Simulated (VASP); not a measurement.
**RbNaF2: single point with r2SCAN**

The system is RbNaF2.

```
Na Rb F
1.0
     1.85955    1.07361    5.87242
    -1.85955    1.07361    5.87242
     0.00000   -2.14722    5.87242
Na Rb F
1 1 2
Direct
  0.00000 0.00000 0.00000
  0.50000 0.50000 0.50000
  0.26530 0.26530 0.26530
  0.73470 0.73470 0.73470
```

This cell differs from its parent crystal: epitaxial xy strain +4.1%.

* Program: VASP 6.6.1
* Task: single point
* Functional: r2SCAN
* Potentials or basis: VASP PAW PBE potentials, release 64 (Na_pv, Rb_sv, F)
* Cutoff: 520 eV
* k mesh: 8 × 8 × 8
* Occupations: gaussian, width 0.01 eV
* Spin: no spin polarisation
* Dipole correction: no
* Further INCAR settings: ALGO = Normal; EDIFF = 1e-06; NBANDS = 23

The pressure is -1.6 GPa. The largest force is 0.025 eV/Å. The band gap on the k mesh is 6.34 eV.

Forces in eV/Å, atoms in the order of the input:
```
Na   0.000  0.000  0.000
Rb   0.000  0.000  0.000
F    0.000  0.000  0.025
F    0.000  0.000 -0.025
```

Stress tensor (GPa, compression positive):
```
-2.33  0.00  0.00
 0.00 -2.33  0.00
 0.00  0.00 -0.10
```

Levels at points of the mesh, in eV from the valence-band top:
| k point | band 12 | band 13 | band 14 | band 15 | band 16 | band 17 | band 18 | band 19 |
| --- | --- | --- | --- | --- | --- | --- | --- | --- |
| (0.00, 0.00, 0.00) | -0.52 | -0.18 | -0.18 | 0.00 | 6.34 | 9.10 | 10.92 | 11.38 |
| (0.50, 0.00, 0.00) | -0.62 | -0.50 | -0.19 | -0.03 | 8.18 | 10.20 | 10.96 | 11.77 |
| (0.50, 0.50, 0.00) | -0.42 | -0.40 | -0.39 | -0.15 | 8.05 | 10.74 | 11.26 | 11.54 |
| (0.50, 0.50, 0.50) | -0.36 | -0.36 | -0.33 | -0.33 | 7.52 | 8.44 | 9.85 | 11.45 |

Wall time 13 min on 1 thread of AMD EPYC 9R45 (Zen 5), on a shared host, peak memory 0.38 GiB.

Caveat: the cell differs from its parent crystal (epitaxial xy strain +4.1%); the PAW data sets were made with another functional, which shifts forces and pressure a little. A k mesh can miss the band edges.
